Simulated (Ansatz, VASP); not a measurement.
**One calculation of SiO, two programs**

```xyz
2
Lattice="0.0000 2.4007 2.4007 2.4007 0.0000 2.4007 2.4007 2.4007 0.0000" Properties=species:S:1:pos:R:3 pbc="T T T"
Si    3.6011    3.6011    3.6011
O     0.0000    0.0000    0.0000
```

Alike in both runs: task single point; functional PBE; k mesh 9 × 9 × 9; occupations fermi-dirac, width 0.05 eV; no spin polarisation.

```csv
,VASP,Ansatz
version,VASP 6.6.1,Ansatz 0.2.0
potentials or method,"VASP PAW PBE potentials, release 64 (Si, O)",Ansatz PAW soft_1
plane-wave cutoff (eV),520,420
valence electrons in the cell,10,10
```

|  | VASP | Ansatz | Ansatz less VASP |
| --- | --- | --- | --- |
| gap on the k mesh at the Fermi level (eV) | none | none | - |
| pressure (GPa) | 2.7 | 2.7 | -0.05 |

A gap of «none» marks a metal or a gap that the smearing closes. With one functional, cell and mesh, what is left measures potentials, basis and numerics.
